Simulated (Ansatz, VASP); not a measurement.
## Two plane-wave programs on Mg4S

```
Mg S
1.0
     3.50069    0.00000    0.00000
    -1.75035    3.03169    0.00000
     0.00000    0.00000   21.17958
Mg S
8 2
Direct
  0.00000 0.00000 0.73513
  0.66667 0.33333 0.61795
  0.00000 0.00000 0.00000
  0.66667 0.33333 0.14712
  0.33333 0.66667 0.85288
  0.00000 0.00000 0.26487
  0.33333 0.66667 0.38205
  0.00000 0.00000 0.50000
  0.33333 0.66667 0.07358
  0.66667 0.33333 0.92642
```

Alike in both runs: functional PBE; k mesh 12 × 12 × 2; occupations gaussian, width 0.1 eV; no spin polarisation.

Ansatz relaxed the structure, and its values are those at the end. VASP's run is a single point on that final structure, the one shown.

```csv
,VASP,Ansatz
version,VASP 6.6.1,Ansatz 0.2.0
potentials or method,"VASP PAW PBE potentials, release 64 (Mg, S), cutoff 520 eV","scalar-relativistic, plane waves, PAW"
valence electrons in the cell,28,92
```

```csv
,VASP,Ansatz,Ansatz less VASP
gap on the k mesh at the Fermi level (eV),none,none,-
pressure (GPa),-0.2,0.0,+0.16
```

A gap of «none» marks a metal or a gap that the smearing closes. The functional is the same, so the differences come from potentials, cutoffs and numerics. VASP's potentials hold 28 valence electrons a cell and Ansatz's 92, so a difference there can come from the potentials and not from the codes.
